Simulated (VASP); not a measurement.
# Al2Au (F-43m) in VASP: notebook, part 3 of 3

VASP 6.6.1. Earlier steps stand in the parts before.

## (6) Relaxation of cell and atoms, PBE

INCAR reads:

```
SYSTEM = Al2Au
  PREC = Accurate
  ENCUT = 600
  EDIFF = 1E-6
  ISMEAR = 0
  SIGMA = 0.1
  LREAL = .FALSE.
  LASPH = .TRUE.
  NELM = 100
  ALGO = Normal
  ISIF = 3
  LWAVE = .FALSE.
  LCHARG = .FALSE.
  GGA = PE
  IBRION = 2
  NSW = 100
  EDIFFG = -0.01
```

KPOINTS reads:

```
regular mesh
0
G
  14 14 14
  0 0 0
```

POSCAR reads:

```
Al2Au
1.0
    0.0000000000      3.0507316398      3.0507316398
    3.0507316398      0.0000000000      3.0507316398
    3.0507316398      3.0507316398      0.0000000000
Al Au
2 1
Direct
    0.5000000000      0.5000000000      0.5000000000
    0.7500000000      0.7500000000      0.7500000000
    0.0000000000      0.0000000000      0.0000000000
```

Potentials or basis: VASP PAW PBE potentials, release 64 (Al, Au).

On the command line:

```
cat potpaw_PBE.64/Al/POTCAR potpaw_PBE.64/Au/POTCAR > POTCAR
mpirun -np 1 vasp_std > vasp.out
```

OUTCAR:

```text
SYSTEM = Al2Au
   PREC = Accurate
   ENCUT = 600
   EDIFF = 1E-6
   ISMEAR = 0
   LREAL = .FALSE.
   LASPH = .TRUE.
   NELM = 100
   ISIF = 3
   GGA = PE
   IBRION = 2
   NSW = 100
   EDIFFG = -0.01

 ion  position               nearest neighbor table
   1  0.500  0.500  0.500-   2 2.64   2 2.64   2 2.64   2 2.64   3 3.05   3 3.05   3 3.05   3 3.05
                             3 3.05   3 3.05
   2  0.750  0.750  0.750-   1 2.64   1 2.64   1 2.64   3 2.64   3 2.64   3 2.64   3 2.64   1 2.64

   3  0.000  0.000  0.000-   2 2.64   2 2.64   2 2.64   2 2.64   1 3.05   1 3.05   1 3.05   1 3.05
                             1 3.05   1 3.05

  LATTYP: Found a face centered cubic cell.
 ALAT       =     6.1014632796

  Lattice vectors:

 A1 = (   0.0000000000,   3.0507316398,   3.0507316398)
 A2 = (   3.0507316398,   0.0000000000,   3.0507316398)
 A3 = (   3.0507316398,   3.0507316398,   0.0000000000)

Analysis of symmetry for initial positions (statically):
=====================================================================
 Subroutine PRICEL returns:
 Original cell was already a primitive cell.

 Routine SETGRP: Setting up the symmetry group for a
 face centered cubic supercell.

 Subroutine GETGRP returns: Found 24 space group operations
 (whereof 24 operations were pure point group operations)
 out of a pool of 48 trial point group operations.

The static configuration has the point symmetry T_d .

Analysis of symmetry for dynamics (positions and initial velocities):
=====================================================================
 Subroutine PRICEL returns:
 Original cell was already a primitive cell.

 Routine SETGRP: Setting up the symmetry group for a
 face centered cubic supercell.

 Subroutine GETGRP returns: Found 24 space group operations
 (whereof 24 operations were pure point group operations)
 out of a pool of 48 trial point group operations.

The dynamic configuration has the point symmetry T_d .

 Subroutine INISYM returns: Found 24 space group operations
 (whereof 24 operations are pure point group operations),
 and found     1 'primitive' translations

----------------------------------------------------------------------------------------

                                     Primitive cell

  volume of cell :      56.7861

  direct lattice vectors                    reciprocal lattice vectors
     0.000000000  3.050731640  3.050731640    -0.163895111  0.163895111  0.163895111
     3.050731640  0.000000000  3.050731640     0.163895111 -0.163895111  0.163895111
     3.050731640  3.050731640  0.000000000     0.163895111  0.163895111 -0.163895111

  length of vectors
     4.314386060  4.314386060  4.314386060     0.283874659  0.283874659  0.283874659

  position of ions in fractional coordinates (direct lattice)
     0.500000000  0.500000000  0.500000000
     0.750000000  0.750000000  0.750000000
     0.000000000  0.000000000  0.000000000

  ion indices of the primitive-cell ions
   primitive index   ion index
                 1           1
                 2           2
                 3           3

----------------------------------------------------------------------------------------

 KPOINTS: regular mesh

[... 54 lines left out ...]
   ions per type =               2   1
   NGX,Y,Z   is equivalent  to a cutoff of  13.87, 13.87, 13.87 a.u.
   NGXF,Y,Z  is equivalent  to a cutoff of  27.74, 27.74, 27.74 a.u.
 SYSTEM =  Al2Au
   PREC   = accura    normal or accurate (medium, high low for compatibility)
   ISTART =      0    job   : 0-new  1-cont  2-samecut
   ICHARG =      2    charge: 1-file 2-atom 10-const
   ISPIN  =      1    spin polarized calculation?
   LNONCOLLINEAR =      F non collinear calculations
   LSORBIT =      F    spin-orbit coupling
   LASPH  =      T    aspherical Exc in radial PAW
   ENCUT  =  600.0 eV  44.10 Ry    6.64 a.u.   8.62  8.62  8.62*2*pi/ulx,y,z
   NELM   =    100;   NELMIN=  2; NELMDL= -5     # of ELM steps
   EDIFF  = 0.1E-05   stopping-criterion for ELM
   LREAL  =      F    real-space projection
   EDIFFG = -.1E-01   stopping-criterion for IOM
   NSW    =    100    number of steps for IOM
   IBRION =      2    ionic relax: 0-MD 1-quasi-New 2-CG
   NFREE  =      1    steps in history (QN), initial steepest desc. (CG)
   ISIF   =      3    stress and relaxation
   ISYM   =      2    0-nonsym 1-usesym 2-fastsym
   POTIM  = 0.5000    time-step for ionic-motion
   TEBEG  =    0.0;   TEEND  =   0.0 temperature during run
   PSTRESS=    0.0 pullay stress
   NELECT =      17.0000    total number of electrons
   NUPDOWN=      -1.0000    fix difference up-down
   EMIN   =  10.00;   EMAX   =-10.00  energy-range for DOS
   EFERMI =   0.00;   METHOD = LEGACY
   ISMEAR =     0;   SIGMA  =   0.10  broadening in eV -4-tet -1-fermi 0-gaus
   EFERMI_NEDOS =   21; number of points for ismear=-14 and -15
   IALGO  =     38    algorithm
   IMIX   =      4    mixing-type and parameters
     AMIX     =   0.40;   BMIX     =  1.00
     AMIX_MAG =   1.60;   BMIX_MAG =  1.00
  volume/ion in A,a.u.               =      18.93       127.74
  Fermi-wavevector in a.u.,A,eV,Ry     =   1.095159  2.069550 16.318460  1.199373
  Thomas-Fermi vector in A             =   2.231477
   LORBIT       =      0    0 simple, 1 ext, 2 COOP (PROOUT), +10 PAW based schemes
   GGA     = PE    functional components
   LHFCALC =     F    Hartree Fock is set to
   AEXX    =    0.0000 exact exchange contribution
   IVDW    =     0    specifies the selected vdW correction
   LEPSILON=     F    determine dielectric tensor
   LRPA    =     F    only Hartree local field effects (RPA)
 conjugate gradient relaxation of ions
 non-spin polarized calculation
 Gauss-broadening in eV      SIGMA  =   0.10
  energy-cutoff  :      600.00
  volume of cell :       56.79
 maximum number of plane-waves:      1917
   NGX = 17   NGY = 17   NGZ = 17

--------------------------------------- Ionic step        1  -------------------------------------------

 number of electron      16.9999999 magnetization

 Free energy of the ion-electron system (eV)
  ---------------------------------------------------
  ext. energy  EPLUGINS =         0.00000000
  ---------------------------------------------------
  free energy    TOTEN  =       -11.04222767 eV

  energy without entropy =      -11.03835655  energy(sigma->0) =      -11.04029211

------------------------ aborting loop because EDIFF is reached ----------------------------------------

  FORCE on cell =-STRESS in cart. coord.  units (eV):
  Direction    XX          YY          ZZ          XY          YZ          ZX
  --------------------------------------------------------------------------------------
  -------------------------------------------------------------------------------------
  Total        0.1427520      0.1427520      0.1427520     -0.0000000     -0.0000000      0.0000000
  in kB        4.0276405      4.0276405      4.0276405     -0.0000000     -0.0000000      0.0000000
  external PRESSURE =       4.0276405 kB  Pullay stress =       0.0000000 kB
[... 61 lines left out ...]
--------------------------------------- Ionic step        3  -------------------------------------------

 number of electron      16.9999999 magnetization

 Free energy of the ion-electron system (eV)
  ---------------------------------------------------
  ext. energy  EPLUGINS =         0.00000000
  ---------------------------------------------------
  free energy    TOTEN  =       -11.04259675 eV

  energy without entropy =      -11.03876366  energy(sigma->0) =      -11.04068020

 E-fermi :   7.0171     XC(G=0): -10.3053

 val. band max:        7.0052448809   @ k =  -0.0714   0.0714   0.0000
 cond. band min:       7.0263596520   @ k =   0.5000   0.4286   0.0714
 fundamental gap:      0.0211147710
 Fermi energy:         7.0171365222

 k-point     1 :       0.0000    0.0000    0.0000
  band No.  band energies     occupation
      1      -3.0699      2.00000
      2       1.6343      2.00000
      3       1.6343      2.00000
      4       1.6343      2.00000
      5       2.0716      2.00000
      6       2.0716      2.00000
      7       8.0953      0.00000
      8       8.0953      0.00000
      9       8.0953      0.00000
     10      10.0968      0.00000
     11      10.6786      0.00000
     12      10.6786      0.00000
[... 331 lines left out ...]
 k-point    24 :       0.2857    0.1429    0.0000
  band No.  band energies     occupation
      1      -2.1825      2.00000
      2       1.3298      2.00000
      3       1.6716      2.00000
      4       1.7546      2.00000
      5       1.9614      2.00000
      6       2.1697      2.00000
      7       5.0446      2.00000
      8       6.9110      1.86657
      9       7.5222      0.00000
     10       8.4975      0.00000
     11      10.6967      0.00000
     12      11.6097      0.00000

 [... further k-points ...]
[... 5 lines left out ...]
  --------------------------------------------------------------------------------------
  -------------------------------------------------------------------------------------
  Total        0.0010495      0.0010495      0.0010495      0.0000000     -0.0000000      0.0000000
  in kB        0.0294585      0.0294585      0.0294585      0.0000000     -0.0000000      0.0000000
  external PRESSURE =       0.0294585 kB  Pullay stress =       0.0000000 kB
[... 18 lines left out ...]
  FREE ENERGIE OF THE ION-ELECTRON SYSTEM (eV)
  ---------------------------------------------------
  free  energy   TOTEN  =       -11.0425967539 eV

  energy  without entropy=      -11.0387636559  energy(sigma->0) =      -11.04068020

 reached required accuracy - stopping structural energy minimisation
```

OSZICAR:

```text
N       E                     dE             d eps       ncg     rms          rms(c)
DAV:   1     0.662795883800E+02    0.66280E+02   -0.76982E+03  2528   0.132E+03
DAV:   2    -0.968899865326E+01   -0.75969E+02   -0.69167E+02  2816   0.211E+02
DAV:   3    -0.121347583458E+02   -0.24458E+01   -0.23950E+01  3180   0.361E+01
DAV:   4    -0.121622189736E+02   -0.27461E-01   -0.27443E-01  2816   0.441E+00
[... 19 lines left out ...]
DAV:   1    -0.110431616000E+02   -0.61006E-03   -0.83831E-03  2652   0.104E+00    0.166E-01
DAV:   2    -0.110426101029E+02    0.55150E-03   -0.25417E-03  2688   0.622E-01    0.630E-02
DAV:   3    -0.110425993125E+02    0.10790E-04   -0.62895E-05  2664   0.861E-02    0.341E-02
DAV:   4    -0.110425971323E+02    0.21802E-05   -0.21515E-05  2712   0.286E-02    0.432E-03
DAV:   5    -0.110425967539E+02    0.37841E-06   -0.23953E-06  1940   0.185E-02
   3 F= -.11042597E+02 E0= -.11040680E+02  d E =-.369081E-03
```

CONTCAR:

```text
Al2Au
   1.00000000000000
    -0.0000000000000000    3.0559605941585875    3.0559605941585875
     3.0559605941585875   -0.0000000000000000    3.0559605941585875
     3.0559605941585875    3.0559605941585875    0.0000000000000000
  Al              Au
     2     1
Direct
     0.5000000000000000    0.5000000000000000    0.5000000000000000
     0.7500000000000000    0.7500000000000000    0.7500000000000000
     0.0000000000000000    0.0000000000000000    0.0000000000000000

  0.00000000E+00  0.00000000E+00  0.00000000E+00
  0.00000000E+00  0.00000000E+00  0.00000000E+00
  0.00000000E+00  0.00000000E+00  0.00000000E+00
```

Run time: 3.7 min. Hardware: 1 thread of Intel Xeon 8259CL, shared host; peak memory 0.27 GiB.

What came out:

```yaml
Free_energy: -11.0426 eV
Relaxed_volume: 19.03 Å³/atom
Relaxed_cell: a = 4.322 Å, b = 4.322 Å, c = 4.322 Å, α = 60.00°, β = 60.00°, γ = 60.00°
Space_group_after_relaxing_to_0.05_Å: F-43m (No. 216)
Energy_gained_by_relaxing: 0.1 meV/atom
Ionic_steps: 3
Pressure_after_relaxing: 0.0 GPa
```

Step by step:
| step | energy change (eV) | largest force (eV/Å) | pressure (GPa) | volume (Å³) |
| --- | --- | --- | --- | --- |
| 1 | 0.0000 | 0.0000 | 0.40 | 56.79 |
| 2 | -0.0003 | 0.0000 | -0.13 | 57.18 |
| 3 | -0.0004 | 0.0000 | 0.00 | 57.08 |

Final structure:
```
Al Au
1.0
     0.00000    3.05596    3.05596
     3.05596    0.00000    3.05596
     3.05596    3.05596    0.00000
Al Au
2 1
Direct
  0.50000 0.50000 0.50000
  0.75000 0.75000 0.75000
  0.00000 0.00000 0.00000
```

Caveat: spin-orbit coupling is left out, which moves the levels of the heavy elements.

## (7) Overview

```tsv
task	cell	k mesh	cutoff (eV)	gap on the mesh (eV)	pressure (GPa)	relaxed volume (Å³/atom)
single point	a = 4.314 Å, angles 60.0°, 3 atoms	6 × 6 × 6	520	none	-0.1	-
single point	a = 4.457 Å, angles 60.0°, 3 atoms	6 × 6 × 6	520	none	-5.9	-
relaxation of cell and atoms	relaxed from a = 4.457 Å, angles 60.0°, 3 atoms	6 × 6 × 6	600	none	0.0	18.91
single point	a = 4.323 Å, angles 60.0°, 3 atoms	14 × 14 × 14	520	none	-0.1	-
relaxation of cell and atoms	relaxed from a = 4.314 Å, angles 60.0°, 3 atoms	14 × 14 × 14	600	none	0.0	19.03
```

Alike in all rows: level PBE; potentials or basis VASP PAW PBE potentials, release 64 (Al, Au); no spin polarisation; smearing gaussian 0.1 eV.

Caveats: spin-orbit coupling is left out, which moves the levels of the heavy elements.

Total energies depend on the potentials used, so only differences within one code and one set of settings carry meaning.
